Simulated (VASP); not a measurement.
Crystal: Cu.

```xyz
4
Lattice="2.5475 0.0000 0.0000 -1.2738 2.2062 0.0000 0.0000 0.0000 8.3165" Properties=species:S:1:pos:R:3 pbc="T T T"
Cu    1.2738    0.7354    6.2374
Cu    0.0000    0.0000    4.1583
Cu    0.0000    1.4708    2.0791
Cu    0.0000    0.0000    0.0000
```

Base run:

- Program: VASP 6.6.1
- Functional: PBE
- Potentials or basis: VASP PAW PBE potentials, release 64 (Cu_sv_GW)
- Cutoff: 700 eV
- k mesh: 12 × 12 × 4
- Occupations: fermi-dirac, width 0.05 eV
- Spin: no spin polarisation

Its results: band gap on the k mesh zero (band 38 reaches 11.08 eV, above the bottom of band 39 at 5.96 eV); pressure -0.7 GPa.

Question: The run is repeated on the same cell with these changes: potentials or basis from VASP PAW PBE potentials, release 64 (Cu_sv_GW) to VASP PAW PBE potentials, release 64 (Cu); cutoff from 700 eV to 520 eV; further incar settings from ALGO = Normal; EDIFF = 1e-06; NBANDS = 46 to ALGO = Fast; EDIFF = 1e-06; NBANDS = 30; valence electrons from 76 to 44. What comes out?

Answer: Band gap on the k mesh zero (band 22 reaches 11.10 eV, above the bottom of band 23 at 5.91 eV); pressure 4.1 GPa.
